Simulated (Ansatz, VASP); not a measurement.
## Au: VASP beside Ansatz

File INCAR:

```
PREC = Accurate ; ENCUT = 520
EDIFF = 1E-6 ; ISMEAR = 0
SIGMA = 0.15 ; LREAL = F
LASPH = T ; NELM = 60
ALGO = Fast ; ISIF = 2
LWAVE = F ; LCHARG = F
GGA = PS ; NBANDS = 12
```

The input KPOINTS:

```
regular mesh
0
Gamma
  22 22 22
```

The input POSCAR:

```
Au
1.0
   -1.6305341798      1.6305341798      1.7120608888
    1.6305341798     -1.6305341798      1.7120608888
    1.6305341798      1.6305341798     -1.7120608888
Au
1
Direct
    0.0000000000      0.0000000000      0.0000000000
```

Input for Ansatz:

```yaml
crystal:
  lattice:
    - [-1.6305341798, 1.6305341798, 1.7120608888]
    - [1.6305341798, -1.6305341798, 1.7120608888]
    - [1.6305341798, 1.6305341798, -1.7120608888]
  atoms:
    - { symbol: Au, position: [0.0, 0.0, 0.0] }
basis:
  ecutwfc: 420
kpoints:
  mp_grid: { grid: [22, 22, 22] }
hamiltonian:
  xc: pbesol
scf:
  occupations: { method: gaussian, width: 0.15 }
output:
  forces: true
  stress: true
  eigenvalues: true
```

Alike in both runs: task single point; functional PBEsol; k mesh 22 × 22 × 22; occupations gaussian, width 0.15 eV; no spin polarisation.

|  | VASP | Ansatz |
| --- | --- | --- |
| version | VASP 6.6.1 | Ansatz 0.2.0 |
| potentials or method | VASP PAW PBE potentials, release 64 (Au), cutoff 520 eV | scalar-relativistic, plane waves, PAW |
| valence electrons in the cell | 11 | 19 |

Ansatz gave:

* gap on the k mesh at the Fermi level (eV): none
* pressure (GPa): -9.4
* traceless stress, the component that is largest in VASP (GPa): 0.22

Question: What did VASP give for the same quantities?

Answer: gap on the k mesh at the Fermi level (eV): none; pressure (GPa): -9.5; traceless stress, the component that is largest in VASP (GPa): 0.22.

VASP's potentials were made for PBE, not for PBEsol. A gap of «none» marks a metal or a gap that the smearing closes. VASP's potentials hold 11 valence electrons a cell and Ansatz's 19, so a difference there can come from the potentials and not from the codes.

Neither program's run includes spin-orbit coupling.
